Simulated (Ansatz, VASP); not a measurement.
**WS2: VASP beside Ansatz**

```xyz
6
Lattice="3.1800 0.0000 0.0000 -1.5900 2.7540 0.0000 0.0000 0.0000 12.5000" Properties=species:S:1:pos:R:3 pbc="T T T"
W     0.0000    1.8360    3.1250
W     1.5900    0.9180    9.3750
S    -0.0750    1.7061    7.7500
S     1.5900    0.9180    1.5000
S     0.0000    1.8360   11.0000
S     1.5900    0.9180    4.7500
```

Alike in both runs: task single point; functional PBEsol; k mesh 12 × 12 × 4; occupations gaussian, width 0.05 eV; no spin polarisation.

|  | VASP | Ansatz |
| --- | --- | --- |
| version | VASP 6.6.1 | Ansatz 0.2.0 |
| potentials or method | VASP PAW PBE potentials, release 64 (W_sv, S), cutoff 520 eV | scalar-relativistic, plane waves, PAW |
| valence electrons in the cell | 52 | 52 |

|  | VASP | Ansatz | Ansatz less VASP |
| --- | --- | --- | --- |
| gap on the k mesh at the Fermi level (eV) | 0.93 | 0.92 | -0.015 |
| least direct gap on the mesh (eV) | 1.84 | 1.84 | -0.003 |
| pressure (GPa) | -8.2 | -8.3 | -0.09 |
| traceless stress, the component that is largest in VASP (GPa) | -2.72 | -2.75 | -0.032 |
| rms of the force components (eV/Å) | 0.730 | 0.736 | +0.0058 |

VASP's potentials were made for PBE, not for PBEsol. Atom by atom the forces differ by 0.008 eV/Å (rms over components). The functional is the same, so the differences come from potentials, cutoffs and numerics.

Spin-orbit coupling is off throughout.
